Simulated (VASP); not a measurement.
A run of VASP 6.6.1 is set up as follows.

INCAR

```
SYSTEM = Mg3TeSe2
  ALGO = Normal
  EDIFF = 1E-6
  ENCUT = 520
  GGA = PE
  ISIF = 2
  ISMEAR = 0
  LASPH = .True.
  LCHARG = .False.
  LREAL = .False.
  LWAVE = .False.
  NBANDS = 21
  NELM = 80
  PREC = Accurate
  SIGMA = 0.02
```

Contents of KPOINTS:

```
k-points
0
Gamma
  12 12 4
  0 0 0
```

The input POSCAR:

```
Mg3TeSe2
1.0
    4.0077261010      0.0000000000      0.0000000000
   -2.0038630505      3.4707926149      0.0000000000
    0.0000000000      0.0000000000      9.8229683495
Mg Te Se
3 1 2
Direct
    0.3333333333      0.6666666667      0.1817392633
    0.6666666667      0.3333333333      0.8182607367
    0.0000000000      0.0000000000      0.5000000000
    0.0000000000      0.0000000000      0.0000000000
    0.3333333333      0.6666666667      0.6593447184
    0.6666666667      0.3333333333      0.3406552816
```

Potentials or basis: VASP PAW PBE potentials, release 64 (Mg, Te, Se).

The run is started by

```console
$ cat potpaw_PBE.64/Mg/POTCAR potpaw_PBE.64/Te/POTCAR potpaw_PBE.64/Se/POTCAR > POTCAR
$ mpirun -np 1 vasp_std > vasp.out
```

What does it give for the pressure?

-0.1 GPa.

Predict the band gap on the k mesh.

0.47 eV, indirect (least direct gap 1.19 eV).

What does it give for the largest force?

0.007 eV/Å.

Forces on the atoms (eV/Å):
```
Mg   0.000  0.000  0.007
Mg   0.000  0.000 -0.007
Mg   0.000  0.000  0.000
Te   0.000  0.000  0.000
Se   0.000  0.000  0.000
Se   0.000  0.000  0.000
```

Caveat: spin-orbit coupling is left out, which moves the levels of the heavy elements. A k mesh can miss the band edges.
